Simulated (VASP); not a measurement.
Here is a VASP 6.6.1 calculation.

Contents of INCAR:

```
PREC = Accurate
ENCUT = 520
EDIFF = 1E-7
ISMEAR = -1
SIGMA = 0.05
LREAL = F
LASPH = T
NELM = 80
ALGO = Normal
ISIF = 2
LWAVE = F
LCHARG = F
NBANDS = 16
```

File KPOINTS:

```
Automatic mesh
0
Gamma
  8 8 4
```

The input POSCAR:

```
MgS
1.0
    4.0075435882      0.0000000000      0.0000000000
   -2.0037717941      3.4706345542      0.0000000000
    0.0000000000      0.0000000000      6.3891231196
S Mg
2 2
Direct
    0.6666666667      0.3333333333      0.8792441500
    0.3333333333      0.6666666667      0.3792441500
    0.3333333333      0.6666666667      0.9957548500
    0.6666666667      0.3333333333      0.4957548500
```

Potentials or basis: VASP PAW LDA potentials, release 64 (S, Mg).

The run is started by

```console
$ cat potpaw_LDA.64/S/POTCAR potpaw_LDA.64/Mg/POTCAR > POTCAR
$ mpirun -np 1 vasp_std > vasp.out
```

Estimate the largest force.

0.052 eV/Å.

Predict the pressure.

-1.3 GPa.

What does it give for the band gap on the k mesh?

3.26 eV.

Forces on the atoms (eV/Å):
```
S    0.000  0.000 -0.052
S    0.000  0.000 -0.052
Mg   0.000  0.000  0.052
Mg   0.000  0.000  0.052
```
